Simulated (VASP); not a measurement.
# ZnCu (Pm-3m) in VASP: a series of runs, part 2 of 2

VASP 6.6.1. The steps go on from the part before.

### Step 5. Single point, r2SCAN (13.32 Å³/atom)

This run uses another cell than the first one, of 13.32 Å³/atom.

The input, POSCAR:

```
ZnCu
1.0
    2.9866050113      0.0000000000      0.0000000000
    0.0000000000      2.9866050113      0.0000000000
    0.0000000000      0.0000000000      2.9866050113
Zn Cu
1 1
Direct
    0.5000000000      0.5000000000      0.5000000000
    0.0000000000      0.0000000000      0.0000000000
```

The input, INCAR.step1:

```
SYSTEM = ZnCu
PREC = Accurate
ENCUT = 520
ISMEAR = 0
SIGMA = 0.05
LREAL = .FALSE.
LASPH = .TRUE.
NELM = 80
NBANDS = 18
GGA = PE
ALGO = Normal
EDIFF = 1E-4
LWAVE = .TRUE.
LCHARG = .FALSE.
```

The input, INCAR.step2:

```
SYSTEM = ZnCu
PREC = Accurate
ENCUT = 520
EDIFF = 1E-6
ISMEAR = 0
SIGMA = 0.05
LREAL = .FALSE.
LASPH = .TRUE.
NELM = 80
ALGO = Normal
ISIF = 2
LWAVE = .FALSE.
LCHARG = .FALSE.
METAGGA = R2SCAN
LMIXTAU = .TRUE.
NBANDS = 18
ISTART = 1
```

The input, KPOINTS:

```
regular mesh
0
G
  12 12 12
  0 0 0
```

Potentials or basis: VASP PAW PBE potentials, release 64 (Zn, Cu).

On the command line:

```console
> cat potpaw_PBE.64/Zn/POTCAR potpaw_PBE.64/Cu/POTCAR > POTCAR
> cp INCAR.step1 INCAR
> mpirun -np 1 vasp_std > vasp.out
> cp INCAR.step2 INCAR
> mpirun -np 1 vasp_std > vasp.out
```

OUTCAR:

```text
SYSTEM = ZnCu
   PREC = Accurate
   ENCUT = 520
   EDIFF = 1E-6
   ISMEAR = 0
   LREAL = .FALSE.
   LASPH = .TRUE.
   NELM = 80
   ISIF = 2
   METAGGA = R2SCAN
   ISTART = 1

 ion  position               nearest neighbor table
   1  0.500  0.500  0.500-   2 2.59   2 2.59   2 2.59   2 2.59   2 2.59   2 2.59   2 2.59   2 2.59

   2  0.000  0.000  0.000-   1 2.59   1 2.59   1 2.59   1 2.59   1 2.59   1 2.59   1 2.59   1 2.59

  LATTYP: Found a simple cubic cell.
 ALAT       =     2.9866050113

  Lattice vectors:

 A1 = (   2.9866050113,   0.0000000000,   0.0000000000)
 A2 = (   0.0000000000,   2.9866050113,   0.0000000000)
 A3 = (   0.0000000000,   0.0000000000,   2.9866050113)

Analysis of symmetry for initial positions (statically):
=====================================================================
 Subroutine PRICEL returns:
 Original cell was already a primitive cell.

 Routine SETGRP: Setting up the symmetry group for a
 simple cubic supercell.

 Subroutine GETGRP returns: Found 48 space group operations
 (whereof 48 operations were pure point group operations)
 out of a pool of 48 trial point group operations.

The static configuration has the point symmetry O_h .

Analysis of symmetry for dynamics (positions and initial velocities):
=====================================================================
 Subroutine PRICEL returns:
 Original cell was already a primitive cell.

 Routine SETGRP: Setting up the symmetry group for a
 simple cubic supercell.

 Subroutine GETGRP returns: Found 48 space group operations
 (whereof 48 operations were pure point group operations)
 out of a pool of 48 trial point group operations.

The dynamic configuration has the point symmetry O_h .

 Subroutine INISYM returns: Found 48 space group operations
 (whereof 48 operations are pure point group operations),
 and found     1 'primitive' translations

----------------------------------------------------------------------------------------

[... 112 lines left out ...]
     AMIX_MAG =   1.60;   BMIX_MAG =  1.00
  volume/ion in A,a.u.               =      13.32        89.89
  Fermi-wavevector in a.u.,A,eV,Ry     =   1.558857  2.945813 33.062642  2.430036
  Thomas-Fermi vector in A             =   2.662300
   LORBIT       =      0    0 simple, 1 ext, 2 COOP (PROOUT), +10 PAW based schemes
   METAGGA = R2SCAN    functional components
   LHFCALC =     F    Hartree Fock is set to
   AEXX    =    0.0000 exact exchange contribution
   IVDW    =     0    specifies the selected vdW correction
   LEPSILON=     F    determine dielectric tensor
   LRPA    =     F    only Hartree local field effects (RPA)
 non-spin polarized calculation
 Gauss-broadening in eV      SIGMA  =   0.05
  energy-cutoff  :      520.00
  volume of cell :       26.64
 maximum number of plane-waves:       739
 NGX is ok and might be reduce to    24
   NGX = 11   NGY = 11   NGZ = 11

 number of electron      23.0000041 magnetization

 Free energy of the ion-electron system (eV)
  ---------------------------------------------------
  ext. energy  EPLUGINS =         0.00000000
  ---------------------------------------------------
  free energy    TOTEN  =       -19.89736501 eV

  energy without entropy =      -19.89657430  energy(sigma->0) =      -19.89696966

 E-fermi :   4.8620     XC(G=0): -13.2578

 val. band max:        4.8575007347   @ k =   0.5000   0.3333   0.3333
 cond. band min:       4.9757338807   @ k =   0.3333   0.3333   0.0000
 fundamental gap:      0.1182331459
 Fermi energy:         4.8619980007

 k-point     1 :       0.0000    0.0000    0.0000
  band No.  band energies     occupation
      1      -5.4493      2.00000
      2      -3.0487      2.00000
      3      -3.0487      2.00000
      4      -2.3911      2.00000
      5      -2.3911      2.00000
      6      -2.3911      2.00000
[... 481 lines left out ...]
      5      -2.3376      2.00000
      6      -0.4015      2.00000
[... 10 lines left out ...]
     17      20.5935      0.00000
     18      21.3475      0.00000

 [... further k-points ...]

------------------------ aborting loop because EDIFF is reached ----------------------------------------

  FORCE on cell =-STRESS in cart. coord.  units (eV):
  Direction    XX          YY          ZZ          XY          YZ          ZX
  --------------------------------------------------------------------------------------
  -------------------------------------------------------------------------------------
  Total       -1.1573203     -1.1573203     -1.1573203     -0.0000000     -0.0000000     -0.0000000
  in kB      -69.6034521    -69.6034521    -69.6034521     -0.0000000     -0.0000000     -0.0000000
  external PRESSURE =     -69.6034521 kB  Pullay stress =       0.0000000 kB

 VOLUME and BASIS-vectors are now :
 -----------------------------------------------------------------------------
  energy-cutoff  :      520.00
  volume of cell :       26.64
      direct lattice vectors                 reciprocal lattice vectors
     2.986605011  0.000000000  0.000000000     0.334828341  0.000000000  0.000000000
     0.000000000  2.986605011  0.000000000     0.000000000  0.334828341  0.000000000
     0.000000000  0.000000000  2.986605011     0.000000000  0.000000000  0.334828341

 POSITION                                       TOTAL-FORCE (eV/Angst)
 -----------------------------------------------------------------------------------
      1.49330      1.49330      1.49330         0.000000      0.000000      0.000000
      0.00000      0.00000      0.00000         0.000000      0.000000      0.000000
 -----------------------------------------------------------------------------------
    total drift:                                0.000000      0.000000     -0.000000

  FREE ENERGIE OF THE ION-ELECTRON SYSTEM (eV)
  ---------------------------------------------------
  free  energy   TOTEN  =       -19.8973650110 eV

  energy  without entropy=      -19.8965742991  energy(sigma->0) =      -19.89696966
```

It took 38 s on 1 thread of Intel Xeon 6975P-C (Granite Rapids), shared host; peak memory 0.17 GiB.

What came out:

```yaml
Free_energy: -19.8974 eV
Pressure: -7.0 GPa
Band_gap_on_the_k_mesh: zero (an odd number of electrons rules out a gap without spin polarisation)
```

Caveat: the cell stands under tension; the PAW data sets were made with another functional, which shifts forces and pressure a little.

### Step 6. The runs side by side

| cell | gap on the mesh (eV) | pressure (GPa) |
| --- | --- | --- |
| a = 2.939 Å, 2 atoms | none | -1.8 |
| a = 2.958 Å, 2 atoms | none | -4.0 |
| a = 2.967 Å, 2 atoms | none | -5.0 |
| a = 2.987 Å, 2 atoms | none | -7.0 |

Alike in all rows: task single point; level r2SCAN; potentials or basis VASP PAW PBE potentials, release 64 (Zn, Cu); no spin polarisation; k mesh 12 × 12 × 12; cutoff (eV) 520; smearing gaussian 0.05 eV.

Caveats: the PAW data sets were made with another functional, which shifts forces and pressure a little; the cell stands under tension (at least some runs).

Absolute energies hang on the potentials; compare differences alone.

The gap in the log of VASP goes by the Fermi energy; the results here count the filled bands.